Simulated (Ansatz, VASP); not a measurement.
**TaN: VASP beside Ansatz**

INCAR

```
PREC     = Accurate       # precision mode
ENCUT    = 600            # plane-wave cutoff, eV
EDIFF    = 1E-6           # SCF threshold, eV
ISMEAR   = 0              # smearing method
SIGMA    = 0.1            # smearing width, eV
LREAL    = F              # projectors in reciprocal space
LASPH    = T              # aspherical terms in the spheres
NELM     = 100            # most SCF steps
ALGO     = Normal         # electronic algorithm
ISIF     = 3              # what is computed and relaxed
LWAVE    = F              # write WAVECAR
LCHARG   = F              # write CHGCAR
GGA      = PE             # functional
IBRION   = 2              # ionic algorithm
NSW      = 100            # ionic steps
EDIFFG   = -0.05          # ionic threshold
```

The input KPOINTS:

```
Automatic mesh
0
Gamma
  6 6 4
```

File POSCAR:

```
TaN
1.0
    3.0815710000      0.0000000000      0.0000000000
   -1.5407860000      2.6687190000      0.0000000000
    0.0000000000      0.0000000000      7.5482770000
Ta N
3 3
Direct
    0.0000000000      0.0000000000      0.0000000000
    0.3333333300      0.6666666700      0.3333333300
    0.6666666700      0.3333333300      0.6666666700
    0.6666666700      0.3333333300      0.1666666700
    0.0000000000      0.0000000000      0.5000000000
    0.3333333300      0.6666666700      0.8333333300
```

Input for Ansatz:

```yaml
crystal:
  lattice:
    - [3.081571, 0.0, 0.0]
    - [-1.540786, 2.668719, 0.0]
    - [0.0, 0.0, 7.548277]
  atoms:
    - { symbol: Ta, position: [0.0, 0.0, 0.0] }
    - { symbol: "N", position: [0.66666667, 0.33333333, 0.16666667] }
    - { symbol: Ta, position: [0.33333333, 0.66666667, 0.33333333] }
    - { symbol: "N", position: [0.0, 0.0, 0.5] }
    - { symbol: Ta, position: [0.66666667, 0.33333333, 0.66666667] }
    - { symbol: "N", position: [0.33333333, 0.66666667, 0.83333333] }
basis:
  ecutwfc: 420
kpoints:
  mp_grid: { grid: [6, 6, 4] }
hamiltonian:
  xc: pbe
scf:
  occupations: { method: gaussian, width: 0.1 }
output:
  forces: true
  stress: true
  eigenvalues: true
relax:
  adjacent_minimum: "off"
  f_tol: 0.05
  max_steps: 80
  cell: { stress_tol: 0.5 }
```

Alike in both runs: task relaxation of cell and atoms; functional PBE; k mesh 6 × 6 × 4; occupations gaussian, width 0.1 eV; no spin polarisation.

|  | VASP | Ansatz |
| --- | --- | --- |
| version | VASP 6.6.1 | Ansatz 0.2.0 |
| potentials or method | VASP PAW PBE potentials, release 64 (Ta_pv, N), cutoff 600 eV | scalar-relativistic, plane waves, PAW |
| valence electrons in the cell | 48 | 54 |

|  | VASP | Ansatz | Ansatz less VASP |
| --- | --- | --- | --- |
| gap on the k mesh at the Fermi level, each at its own relaxed structure (eV) | none | none | - |
| relaxed volume (Å³/atom) | 10.80 | 10.78 | -0.020 |
| relaxed cell length with the largest relative difference (Å) | 7.664 | 7.680 | +0.0158 |

A gap of «none» marks a metal or a gap that the smearing closes. VASP's potentials hold 48 valence electrons a cell and Ansatz's 54, so a difference there can come from the potentials and not from the codes.

The k mesh is coarse, so the values compare programs but aren't converged. Neither program's run includes spin-orbit coupling.
